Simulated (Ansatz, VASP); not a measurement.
Sn: VASP beside Ansatz

Contents of INCAR:

```
PREC = Accurate ; ENCUT = 600
EDIFF = 1E-6 ; ISMEAR = 0
SIGMA = 0.1 ; LREAL = F
LASPH = T ; NELM = 60
ALGO = Normal ; ISIF = 3
LWAVE = F ; LCHARG = F
GGA = CA ; IBRION = 2
NSW = 100 ; EDIFFG = -0.005
```

File KPOINTS:

```
Automatic mesh
0
Gamma
  12 12 12
```

The input POSCAR:

```
Sn
1.0
    0.0000000000      3.2456000000      3.2456000000
    3.2456000000      0.0000000000      3.2456000000
    3.2456000000      3.2456000000      0.0000000000
Sn
2
Direct
    0.5000000000      0.5000000000      0.5000000000
    0.7500000000      0.7500000000      0.7500000000
```

Input for Ansatz:

```yaml
crystal:
  lattice:
    - [0.0, 3.2456, 3.2456]
    - [3.2456, 0.0, 3.2456]
    - [3.2456, 3.2456, 0.0]
  atoms:
    - { symbol: Sn, position: [0.5, 0.5, 0.5] }
    - { symbol: Sn, position: [0.75, 0.75, 0.75] }
basis:
  ecutwfc: 420
kpoints:
  mp_grid: { grid: [12, 12, 12] }
hamiltonian:
  xc: lda
scf:
  occupations: { method: gaussian, width: 0.1 }
output:
  forces: true
  stress: true
  eigenvalues: true
relax:
  adjacent_minimum: "off"
  f_tol: 0.005
  max_steps: 80
  cell: { stress_tol: 0.05 }
```

Alike in both runs: task relaxation of cell and atoms; functional LDA; k mesh 12 × 12 × 12; occupations gaussian, width 0.1 eV; no spin polarisation.

```csv
,VASP,Ansatz
version,VASP 6.6.1,Ansatz 0.2.0
potentials or method,"VASP PAW LDA potentials, release 64 (Sn_d), cutoff 600 eV","scalar-relativistic, plane waves, PAW"
valence electrons in the cell,28,28
```

Ansatz gave:

```
gap on the k mesh at the Fermi level, each at its own relaxed structure (eV) : none
relaxed volume (Å³/atom)                                                     : 33.92
relaxed cell length with the largest relative difference (Å)                 : 4.578
```

Question: Estimate VASP's values.

Answer: gap on the k mesh at the Fermi level, each at its own relaxed structure (eV): none; relaxed volume (Å³/atom): 33.95; relaxed cell length with the largest relative difference (Å): 4.579.

LDA's correlation is that of Perdew and Zunger in VASP and of Perdew and Wang (1992) in Ansatz. A gap of «none» marks a metal or a gap that the smearing closes.
